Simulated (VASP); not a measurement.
A run of VASP 6.6.1 is set up as follows.

Contents of POSCAR:

```
GdN
1.0
    0.0000000000      2.4865533670      2.4865533670
    2.4865533670      0.0000000000      2.4865533670
    2.4865533670      2.4865533670      0.0000000000
Gd N
1 1
Direct
    0.5000000000      0.5000000000      0.5000000000
    0.0100540774     -0.0100540774      0.0100540774
```

INCAR.step1

```
  PREC = Accurate
  ENCUT = 520
  ISMEAR = 0
  SIGMA = 0.05
  LREAL = False
  LASPH = True
  NELM = 150
  ISPIN = 2
  MAGMOM = 7.62 0
  LMAXMIX = 6
  NBANDS = 22
  GGA = PE
  ALGO = Normal
  EDIFF = 1E-4
  LWAVE = True
  LCHARG = False
```

The input INCAR.step2:

```
  PREC = Accurate
  ENCUT = 520
  EDIFF = 1E-7
  ISMEAR = 0
  SIGMA = 0.05
  LREAL = False
  LASPH = True
  NELM = 150
  ALGO = Normal
  ISIF = 2
  LWAVE = False
  LCHARG = False
  ISPIN = 2
  MAGMOM = 7.62 0
  LORBIT = 11
  LMAXMIX = 6
  METAGGA = R2SCAN
  LMIXTAU = True
  NBANDS = 22
  ISTART = 1
```

The input KPOINTS:

```
regular mesh
0
Gamma
  12 12 12
```

Potentials or basis: VASP PAW PBE potentials, release 64 (Gd, N).

The run is started by

```bash
$ cat potpaw_PBE.64/Gd/POTCAR potpaw_PBE.64/N/POTCAR > POTCAR
$ cp INCAR.step1 INCAR
$ mpirun -np 1 vasp_std > vasp.out
$ cp INCAR.step2 INCAR
$ mpirun -np 1 vasp_std > vasp.out
```

(1) What does it give for the pressure?

(2) Estimate the site moments.

Answers

(1) 0.1 GPa.

(2) Gd +6.79; N -0.12 μB.

Caveat: the cell differs from its parent crystal (atom 2 (N) moved 0.05 Å along y); the PAW data sets were made with another functional, which shifts forces and pressure a little; a cell with one magnetic atom can't hold antiferromagnetic order, which such compounds often take.
